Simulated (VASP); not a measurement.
# GaN (F-43m) in VASP: further runs, part 3 of 3

VASP 6.6.1. Earlier steps stand in the parts before.

### Step 5. Single point, revPBE

Contents of INCAR:

```
SYSTEM = GaN
PREC = Accurate ; ENCUT = 520
EDIFF = 1E-7 ; ISMEAR = -1
SIGMA = 0.05 ; LREAL = .False.
LASPH = .True. ; NELM = 60
ALGO = Normal ; ISIF = 2
LWAVE = .False. ; LCHARG = .True.
GGA = RE ; LELF = .True.
LVHAR = .True. ; NBANDS = 16
```

Contents of KPOINTS:

```
regular mesh
0
Gamma
  10 10 10
  0 0 0
```

Contents of POSCAR:

```
GaN
1.0
    0.0000000000      2.2383759866      2.2383759866
    2.2383759866      0.0000000000      2.2383759866
    2.2383759866      2.2383759866      0.0000000000
Ga N
1 1
Direct
    0.0000000000      0.0000000000      0.0000000000
    0.2500000000      0.2500000000      0.2500000000
```

Potentials or basis: VASP PAW PBE potentials, release 64 (Ga_d, N).

Command:

```bash
> cat potpaw_PBE.64/Ga_d/POTCAR potpaw_PBE.64/N/POTCAR > POTCAR
> mpirun -np 1 vasp_std > vasp.out
```

OUTCAR:

```text
SYSTEM = GaN
   PREC = Accurate
   ENCUT = 520
   EDIFF = 1E-7
   ISMEAR = -1
   LREAL = .False.
   LASPH = .True.
   NELM = 60
   ISIF = 2
   GGA = RE

 ion  position               nearest neighbor table
   1  0.000  0.000  0.000-   2 1.94   2 1.94   2 1.94   2 1.94
   2  0.250  0.250  0.250-   1 1.94   1 1.94   1 1.94   1 1.94

  LATTYP: Found a face centered cubic cell.
 ALAT       =     4.4767519732

  Lattice vectors:

 A1 = (   0.0000000000,   2.2383759866,   2.2383759866)
 A2 = (   2.2383759866,   0.0000000000,   2.2383759866)
 A3 = (   2.2383759866,   2.2383759866,   0.0000000000)

Analysis of symmetry for initial positions (statically):
=====================================================================
 Subroutine PRICEL returns:
 Original cell was already a primitive cell.

 Routine SETGRP: Setting up the symmetry group for a
 face centered cubic supercell.

 Subroutine GETGRP returns: Found 24 space group operations
 (whereof 24 operations were pure point group operations)
 out of a pool of 48 trial point group operations.

The static configuration has the point symmetry T_d .

Analysis of symmetry for dynamics (positions and initial velocities):
=====================================================================
 Subroutine PRICEL returns:
 Original cell was already a primitive cell.

 Routine SETGRP: Setting up the symmetry group for a
 face centered cubic supercell.

 Subroutine GETGRP returns: Found 24 space group operations
 (whereof 24 operations were pure point group operations)
 out of a pool of 48 trial point group operations.

The dynamic configuration has the point symmetry T_d .

 Subroutine INISYM returns: Found 24 space group operations
 (whereof 24 operations are pure point group operations),
 and found     1 'primitive' translations

----------------------------------------------------------------------------------------

                                     Primitive cell

  volume of cell :      22.4300

  direct lattice vectors                    reciprocal lattice vectors
     0.000000000  2.238375987  2.238375987    -0.223376235  0.223376235  0.223376235
     2.238375987  0.000000000  2.238375987     0.223376235 -0.223376235  0.223376235
     2.238375987  2.238375987  0.000000000     0.223376235  0.223376235 -0.223376235

  length of vectors
     3.165541678  3.165541678  3.165541678     0.386898988  0.386898988  0.386898988

  position of ions in fractional coordinates (direct lattice)
     0.000000000  0.000000000  0.000000000
     0.250000000  0.250000000  0.250000000

  ion indices of the primitive-cell ions
   primitive index   ion index
                 1           1
                 2           2

----------------------------------------------------------------------------------------

 KPOINTS: regular mesh

Automatic generation of k-mesh.
 Grid dimensions read from file:
 generate k-points for:   10   10   10

 Generating k-lattice:

  Cartesian coordinates                     Fractional coordinates (reciprocal lattice)
    -0.022337623  0.022337623  0.022337623     0.100000000  0.000000000  0.000000000
     0.022337623 -0.022337623  0.022337623     0.000000000  0.100000000  0.000000000
     0.022337623  0.022337623 -0.022337623     0.000000000  0.000000000  0.100000000

  Length of vectors
     0.038689899  0.038689899  0.038689899

  Shift w.r.t. Gamma in fractional coordinates (k-lattice)
     0.000000000  0.000000000  0.000000000

 Subroutine IBZKPT returns following result:
 ===========================================

 Found     47 irreducible k-points:

 Following reciprocal coordinates:
            Coordinates               Weight
  0.000000  0.000000  0.000000      1.000000
  0.100000  0.000000  0.000000      8.000000
  0.200000  0.000000  0.000000      8.000000
  0.300000  0.000000  0.000000      8.000000
  0.400000  0.000000  0.000000      8.000000
  0.500000  0.000000  0.000000      4.000000
[... 16 lines left out ...]
  0.300000  0.300000  0.000000      6.000000
  0.400000  0.300000  0.000000     24.000000
 [... further k-points ...]
   k-points           NKPTS =     47   k-points in BZ     NKDIM =     47   number of bands    NBANDS=     16
   number of dos      NEDOS =    301   number of ions     NIONS =      2
   total plane-waves  NPLWV =  13824
   dimension x,y,z NGX =    24 NGY =   24 NGZ =   24
   dimension x,y,z NGXF=    48 NGYF=   48 NGZF=   48
   ions per type =               1   1
   NGX,Y,Z   is equivalent  to a cutoff of  12.60, 12.60, 12.60 a.u.
   NGXF,Y,Z  is equivalent  to a cutoff of  25.21, 25.21, 25.21 a.u.
 SYSTEM =  GaN
   PREC   = accura    normal or accurate (medium, high low for compatibility)
   ISTART =      0    job   : 0-new  1-cont  2-samecut
   ICHARG =      2    charge: 1-file 2-atom 10-const
   ISPIN  =      1    spin polarized calculation?
   LNONCOLLINEAR =      F non collinear calculations
   LSORBIT =      F    spin-orbit coupling
   LASPH  =      T    aspherical Exc in radial PAW
   ENCUT  =  520.0 eV  38.22 Ry    6.18 a.u.   5.89  5.89  5.89*2*pi/ulx,y,z
   NELM   =     60;   NELMIN=  2; NELMDL= -5     # of ELM steps
   EDIFF  = 0.1E-06   stopping-criterion for ELM
   LREAL  =      F    real-space projection
   EDIFFG = 0.1E-05   stopping-criterion for IOM
   NSW    =      0    number of steps for IOM
   IBRION =     -1    ionic relax: 0-MD 1-quasi-New 2-CG
   NFREE  =      0    steps in history (QN), initial steepest desc. (CG)
   ISIF   =      2    stress and relaxation
   ISYM   =      2    0-nonsym 1-usesym 2-fastsym
   POTIM  = 0.5000    time-step for ionic-motion
   TEBEG  =    0.0;   TEEND  =   0.0 temperature during run
   PSTRESS=    0.0 pullay stress
   NELECT =      18.0000    total number of electrons
   NUPDOWN=      -1.0000    fix difference up-down
   EMIN   =  10.00;   EMAX   =-10.00  energy-range for DOS
   EFERMI =   0.00;   METHOD = LEGACY
   ISMEAR =    -1;   SIGMA  =   0.05  broadening in eV -4-tet -1-fermi 0-gaus
   EFERMI_NEDOS =   21; number of points for ismear=-14 and -15
   IALGO  =     38    algorithm
   IMIX   =      4    mixing-type and parameters
     AMIX     =   0.40;   BMIX     =  1.00
     AMIX_MAG =   1.60;   BMIX_MAG =  1.00
  volume/ion in A,a.u.               =      11.21        75.68
  Fermi-wavevector in a.u.,A,eV,Ry     =   1.521327  2.874892 31.489820  2.314436
  Thomas-Fermi vector in A             =   2.630057
   LORBIT       =      0    0 simple, 1 ext, 2 COOP (PROOUT), +10 PAW based schemes
   GGA     = RE    functional components
   LHFCALC =     F    Hartree Fock is set to
   AEXX    =    0.0000 exact exchange contribution
   IVDW    =     0    specifies the selected vdW correction
   LEPSILON=     F    determine dielectric tensor
   LRPA    =     F    only Hartree local field effects (RPA)
 non-spin polarized calculation
  energy-cutoff  :      520.00
  volume of cell :       22.43
 maximum number of plane-waves:       620
   NGX = 11   NGY = 11   NGZ = 11

 number of electron      18.0000015 magnetization

 Free energy of the ion-electron system (eV)
  ---------------------------------------------------
  ext. energy  EPLUGINS =         0.00000000
  ---------------------------------------------------
  free energy    TOTEN  =       -11.40853115 eV

  energy without entropy =      -11.40853115  energy(sigma->0) =      -11.40853115

 E-fermi :   6.6301     XC(G=0): -11.6340

 val. band max:        5.6022105511   @ k =   0.0000   0.0000   0.0000
 cond. band min:       7.4953354373   @ k =   0.0000   0.0000   0.0000
 fundamental gap:      1.8931248861
 Fermi energy:         6.6301080501

 k-point     1 :       0.0000    0.0000    0.0000
  band No.  band energies     occupation
      1     -10.5356      2.00000
      2      -7.8600      2.00000
      3      -7.8600      2.00000
      4      -7.8600      2.00000
      5      -7.5195      2.00000
      6      -7.5195      2.00000
[... 8 lines left out ...]
     15      24.6769      0.00000
     16      24.6769      0.00000

 k-point     2 :       0.1000    0.0000    0.0000
  band No.  band energies     occupation
      1     -10.4219      2.00000
      2      -7.8456      2.00000
      3      -7.8456      2.00000
      4      -7.8222      2.00000
      5      -7.5209      2.00000
      6      -7.5209      2.00000
[... 8 lines left out ...]
     15      23.3330      0.00000
     16      23.4299      0.00000
[... 387 lines left out ...]
      5      -7.4665      2.00000
      6      -7.0851      2.00000
[... 8 lines left out ...]
     15      27.8384      0.00000
     16      28.4643      0.00000

 k-point    24 :       0.4000    0.3000    0.0000
  band No.  band energies     occupation
      1      -9.4974      2.00000
      2      -7.7249      2.00000
      3      -7.6224      2.00000
      4      -7.6220      2.00000
      5      -7.4558      2.00000
      6      -6.6328      2.00000
[... 8 lines left out ...]
     15      28.2725      0.00000
     16      28.3050      0.00000

 [... further k-points ...]
[... 5 lines left out ...]
  --------------------------------------------------------------------------------------
  -------------------------------------------------------------------------------------
  Total        1.6806095      1.6806095      1.6806095      0.0000000      0.0000000     -0.0000000
  in kB      120.0461649    120.0461649    120.0461649      0.0000000      0.0000000     -0.0000000
  external PRESSURE =     120.0461649 kB  Pullay stress =       0.0000000 kB

 VOLUME and BASIS-vectors are now :
 -----------------------------------------------------------------------------
  energy-cutoff  :      520.00
  volume of cell :       22.43
      direct lattice vectors                 reciprocal lattice vectors
     0.000000000  2.238375987  2.238375987    -0.223376235  0.223376235  0.223376235
     2.238375987  0.000000000  2.238375987     0.223376235 -0.223376235  0.223376235
     2.238375987  2.238375987  0.000000000     0.223376235  0.223376235 -0.223376235

 POSITION                                       TOTAL-FORCE (eV/Angst)
 -----------------------------------------------------------------------------------
      0.00000      0.00000      0.00000         0.000000     -0.000000      0.000000
      1.11919      1.11919      1.11919        -0.000000      0.000000     -0.000000
 -----------------------------------------------------------------------------------
    total drift:                                0.000001      0.000001      0.000001

  FREE ENERGIE OF THE ION-ELECTRON SYSTEM (eV)
  ---------------------------------------------------
  free  energy   TOTEN  =       -11.4085311523 eV

  energy  without entropy=      -11.4085311522  energy(sigma->0) =      -11.40853115
```

It took 10 s on 1 thread of Intel Xeon 6975P-C, shared host; peak memory 0.14 GiB.

Results:

```yaml
Free_energy: -11.4085 eV
Pressure: 12.0 GPa
Band_gap_on_the_k_mesh: 1.89 eV, direct
```

Caveat: the PAW data sets were made with another functional, which shifts forces and pressure a little. revPBE gaps usually lie below the measured ones, often by a third to a half.

### Step 6. Single point, revPBE

This run uses another cell than the first one, of 11.44 Å³/atom, 1.020 times its volume.

Contents of INCAR:

```
PREC     = Accurate       # precision mode
ENCUT    = 520            # plane-wave cutoff, eV
EDIFF    = 1E-7           # SCF threshold, eV
ISMEAR   = -1             # smearing method
SIGMA    = 0.05           # smearing width, eV
LREAL    = F              # projectors in reciprocal space
LASPH    = T              # aspherical terms in the spheres
NELM     = 80             # most SCF steps
ALGO     = Normal         # electronic algorithm
ISIF     = 2              # what is computed and relaxed
LWAVE    = F              # write WAVECAR
LCHARG   = F              # write CHGCAR
GGA      = RE             # functional
NBANDS   = 16             # bands
```

Contents of KPOINTS:

```
Automatic mesh
0
Gamma
  10 10 10
```

Contents of POSCAR:

```
GaN
1.0
    0.0000000000      2.2535006075      2.2535006075
    2.2535006075      0.0000000000      2.2535006075
    2.2535006075      2.2535006075      0.0000000000
Ga N
1 1
Direct
    0.0000000000      0.0000000000      0.0000000000
    0.2500000000      0.2500000000      0.2500000000
```

Potentials or basis: VASP PAW PBE potentials, release 64 (Ga_d, N).

Command:

```bash
> cat potpaw_PBE.64/Ga_d/POTCAR potpaw_PBE.64/N/POTCAR > POTCAR
> mpirun -np 1 vasp_std > vasp.out
```

OUTCAR:

```text
PREC = Accurate
   ENCUT = 520
   EDIFF = 1E-7
   ISMEAR = -1
   LREAL = F
   LASPH = T
   NELM = 80
   ISIF = 2
   GGA = RE

 ion  position               nearest neighbor table
   1  0.000  0.000  0.000-   2 1.95   2 1.95   2 1.95   2 1.95
   2  0.250  0.250  0.250-   1 1.95   1 1.95   1 1.95   1 1.95

  LATTYP: Found a face centered cubic cell.
 ALAT       =     4.5070012150

  Lattice vectors:

[... 188 lines left out ...]
      3      -8.0643      2.00000
      4      -8.0643      2.00000
      5      -7.7449      2.00000
      6      -7.7449      2.00000
[... 433 lines left out ...]
      3      -7.8404      2.00000
      4      -7.8403      2.00000
      5      -7.6847      2.00000
      6      -6.8343      2.00000
[... 8 lines left out ...]
     15      27.7488      0.00000
     16      27.8304      0.00000

 [... further k-points ...]
[... 5 lines left out ...]
  --------------------------------------------------------------------------------------
  -------------------------------------------------------------------------------------
  Total        1.1265320      1.1265320      1.1265320      0.0000000      0.0000000      0.0000000
  in kB       78.8589646     78.8589646     78.8589646      0.0000000      0.0000000      0.0000000
  external PRESSURE =      78.8589646 kB  Pullay stress =       0.0000000 kB

 VOLUME and BASIS-vectors are now :
 -----------------------------------------------------------------------------
  energy-cutoff  :      520.00
  volume of cell :       22.89
      direct lattice vectors                 reciprocal lattice vectors
     0.000000000  2.253500607  2.253500607    -0.221877020  0.221877020  0.221877020
     2.253500607  0.000000000  2.253500607     0.221877020 -0.221877020  0.221877020
     2.253500607  2.253500607  0.000000000     0.221877020  0.221877020 -0.221877020

 POSITION                                       TOTAL-FORCE (eV/Angst)
 -----------------------------------------------------------------------------------
      0.00000      0.00000      0.00000        -0.000000      0.000000      0.000000
      1.12675      1.12675      1.12675         0.000000     -0.000000     -0.000000
 -----------------------------------------------------------------------------------
    total drift:                                0.000001      0.000001      0.000001

  FREE ENERGIE OF THE ION-ELECTRON SYSTEM (eV)
  ---------------------------------------------------
  free  energy   TOTEN  =       -11.4371336619 eV

  energy  without entropy=      -11.4371336616  energy(sigma->0) =      -11.43713366
```

Run time: 9.9 s. Hardware: 1 thread of Intel Xeon 6975P-C, shared host; peak memory 0.15 GiB.

What came out:

- Free energy: -11.4371 eV
- Pressure: 7.9 GPa
- Band gap on the k mesh: 1.76 eV, direct

Levels at points of the mesh, in eV from the valence-band top:
```
           k point  band 5  band 6  band 7  band 8  band 9  band 10  band 11  band 12  band 13  band 14
(0.00, 0.00, 0.00)  -13.13  -13.13    0.00    0.00    0.00     1.76    10.36    10.36    10.36    17.73
(0.50, 0.00, 0.00)  -13.08  -11.90   -7.01   -0.96   -0.96     4.70     8.79    10.41    10.41    15.74
(0.50, 0.50, 0.00)  -13.05  -11.48   -6.10   -2.69   -2.69     3.39     6.73    11.81    14.04    14.04
```

Caveat: the PAW data sets were made with another functional, which shifts forces and pressure a little. As with any semilocal functional, this revPBE gap is likely too small.

### Step 7. Summary

| level | cell | gap on the mesh (eV) | pressure (GPa) |
| --- | --- | --- | --- |
| PBE+D4 | a = 3.166 Å, angles 60.0°, 2 atoms | 1.85 | 3.2 |
| PBE+D4 | a = 3.187 Å, angles 60.0°, 2 atoms | 1.72 | -0.6 |
| PBEsol+D3(BJ) | a = 3.163 Å, angles 60.0°, 2 atoms | 1.83 | -0.2 |
| revPBE | a = 3.166 Å, angles 60.0°, 2 atoms | 1.89 | 12.0 |
| revPBE | a = 3.187 Å, angles 60.0°, 2 atoms | 1.76 | 7.9 |

Alike in all rows: task single point; potentials or basis VASP PAW PBE potentials, release 64 (Ga_d, N); no spin polarisation; k mesh 10 × 10 × 10; cutoff (eV) 520; smearing fermi-dirac 0.05 eV.

On the cell as given the gap runs from 1.83 eV (PBEsol+D3(BJ)) to 1.89 eV (revPBE). The pressure there spans -0.2 GPa (PBEsol+D3(BJ)) to 12.0 GPa (revPBE); a positive pressure means that this level wants a larger cell, a negative one a smaller.

Caveats: the PAW data sets were made with another functional, which shifts forces and pressure a little (some runs).

Total energies depend on the potentials used, so only differences within one code and one set of settings carry meaning.
